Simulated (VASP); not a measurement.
Input of a VASP 6.6.1 run:

The input INCAR:

```
SYSTEM = Mg
  PREC = Accurate
  ENCUT = 520
  EDIFF = 1E-8
  ISMEAR = -1
  SIGMA = 0.05
  LREAL = .False.
  LASPH = .True.
  NELM = 100
  ALGO = Normal
  ISIF = 2
  LWAVE = .False.
  LCHARG = .False.
  GGA = PS
  LEFG = .True.
  NBANDS = 7
```

The input KPOINTS:

```
regular mesh
0
Gamma
  16 16 16
  0 0 0
```

POSCAR

```
Mg
1.0
   -1.4615848388      1.4615848388      1.4615848388
    1.4615848388     -1.4615848388      1.4615848388
    1.4615848388      1.4615848388     -1.4615848388
Mg
1
Direct
    0.0000000000      0.0000000000      0.0000000000
```

Potentials or basis: VASP PAW PBE potentials, release 64 (Mg).

Command:

```bash
$ cat potpaw_PBE.64/Mg/POTCAR > POTCAR
$ mpirun -np 1 vasp_std > vasp.out
```

Question: What does it give for the pressure?

Answer: 68.7 GPa.

Question: Predict the band gap on the k mesh.

Answer: Zero (band 1 reaches 10.64 eV, above the bottom of band 2 at 5.83 eV).

Caveat: without QUAD_EFG the Cq values of the log hold for a quadrupole moment of 1 mb, not for the nuclei; the PAW data sets were made with another functional, which shifts forces and pressure a little.
